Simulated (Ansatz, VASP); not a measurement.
**One calculation of Ca, two programs**

```
Ca
1.0
    -2.27312    2.14181    2.33733
     2.16792   -2.16128    2.25161
     2.32967    2.21784   -2.35681
Ca
1
Cartesian
  0.0000 0.0000 0.0000
```

Change from the starting cell: cell strained at random at fixed volume.

Alike in both runs: task single point; functional PBE; k mesh 5 × 5 × 5; occupations fermi-dirac, width 0.04 eV; no spin polarisation.

|  | VASP | Ansatz |
| --- | --- | --- |
| version | VASP 6.6.1 | Ansatz 0.2.0 |
| potentials or method | VASP PAW PBE potentials, release 64 (Ca_sv), cutoff 500 eV | all-electron LAPW, scalar-relativistic |

```tsv
	VASP	Ansatz	Ansatz less VASP
gap on the k mesh at the Fermi level (eV)	none	none	-
pressure (GPa)	-1.0	-1.0	0.00
traceless stress, the component that is largest in VASP (GPa)	0.46	0.46	+0.001
```

A gap of «none» marks a metal or a gap that the smearing closes. Ansatz ran all-electron here, and VASP with PAW potentials.

The k mesh is coarse, so the values compare programs but aren't converged. Noted on Ansatz's run: the k mesh is thin for a metal, which can move the energy by tens of meV per atom.
